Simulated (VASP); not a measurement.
# Mo: single point with PBEsol

Mo:

```
Mo
1.0
    -1.56473    1.56473    1.56473
     1.56473   -1.56473    1.56473
     1.56473    1.56473   -1.56473
Mo
1
Direct
  0.00000 0.00000 0.00000
```

| Property | Result |
| --- | --- |
| Program | VASP 6.6.1 |
| Task | single point |
| Functional | PBEsol |
| Potentials or basis | VASP PAW PBE potentials, release 64 (Mo_sv) |
| Cutoff | 500 eV |
| k mesh | 6 × 6 × 6 |
| Occupations | gaussian, width 0.1 eV |
| Spin | no spin polarisation |
| Dipole correction | no |
| Further INCAR settings | ALGO = Normal; EDIFF = 1e-06; NBANDS = 13 |

```
Pressure               : 0.3 GPa
Band gap on the k mesh : zero (band 7 reaches 16.90 eV, above the bottom of band 8 at 11.37 eV)
```

Levels at points of the mesh, in eV from the Fermi level:
```
           k point  band 5  band 6  band 7  band 8  band 9  band 10
(0.00, 0.00, 0.00)   -7.31   -1.37   -1.37   -1.37    1.72     1.72
(0.50, 0.00, 0.00)   -5.43   -3.47    1.73    1.76    2.41     4.95
(0.50, 0.50, 0.50)   -5.58   -5.58    4.16    4.16    4.16     9.22
```

Run time: 3.5 s on 1 thread of Intel(R) Xeon(R) Platinum 8488C (Sapphire Rapids) (shared host), peak memory 0.12 GiB.

Caveat: the k points lie up to 0.47 Å⁻¹ apart; the PAW data sets were made with another functional, which shifts forces and pressure a little.
